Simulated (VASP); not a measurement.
Input of a VASP 6.6.1 run:

Contents of INCAR:

```
SYSTEM = Si21H8Cl2
ALGO = Normal ; EDIFF = 1E-6
ENCUT = 520 ; GGA = PE
ISIF = 2 ; ISMEAR = -1
LASPH = .TRUE. ; LCHARG = .TRUE.
LELF = .TRUE. ; LREAL = Auto
LVHAR = .TRUE. ; LWAVE = .FALSE.
NBANDS = 74 ; NELM = 60
PREC = Accurate ; SIGMA = 0.05
```

Contents of KPOINTS:

```
k-points
0
G
  2 2 1
  0 0 0
```

POSCAR

```
Si21H8Cl2
1.0
    7.6791800000      0.0000000000      0.0000000000
    0.0000000000      7.6791800000      0.0000000000
    0.0000000000      0.0000000000     19.2555000000
H Si Cl
8 21 2
Direct
    0.4093920000      0.0000000000      0.0519332000
    0.0906080000      0.0000000000      0.0519332000
    0.9093920000      0.0000000000      0.0519332000
    0.5906080000      0.0000000000      0.0519332000
    0.4093920000      0.5000000000      0.0519332000
    0.0906080000      0.5000000000      0.0519332000
    0.9093920000      0.5000000000      0.0519332000
    0.5906080000      0.5000000000      0.0519332000
    0.2500000000      0.0000000000      0.0968814000
    0.7500000000      0.0000000000      0.0968814000
    0.2500000000      0.5000000000      0.0968814000
    0.7500000000      0.5000000000      0.0968814000
    0.2507764230      0.2495846160      0.1647171186
    0.7509465255      0.2505175385      0.1638602918
    0.2498746068      0.7492711535      0.1696480055
    0.7499235020      0.7501523568      0.1707197889
   -0.0002782214      0.2462345146      0.2330721790
    0.5020459404      0.2456617956      0.2327958629
    0.0016898894      0.7523506808      0.2436902179
    0.4979845094      0.7522717607      0.2435828138
    0.0121283064      0.0121815580      0.3109528751
    0.4879775148      0.0120178361      0.3109467345
   -0.0027624381      0.4896285730      0.3096502990
    0.4990142034      0.4886844302      0.3087357408
    0.2501100764      0.0664202409      0.3863671668
    0.7501557931      0.0822884490      0.3680082087
    0.2480446687      0.3539944085      0.3492577905
    0.7476490333      0.4009090146      0.3693673055
    0.7505235249      0.2410500236      0.4721566180
    0.5333999779      0.2428033940      0.5361845664
    0.9711590062      0.2480769498      0.5339390114
```

Potentials or basis: VASP PAW PBE potentials, release 64 (H, Si, Cl).

The run is started by

```console
$ cat potpaw_PBE.64/H/POTCAR potpaw_PBE.64/Si/POTCAR potpaw_PBE.64/Cl/POTCAR > POTCAR
$ mpirun -np 1 vasp_std > vasp.out
```

(1) What does it give for the largest force?

(2) Estimate the band gap on the k mesh.

Results:

(1) 0.643 eV/Å.

(2) 0.79 eV (least direct gap 0.98 eV).
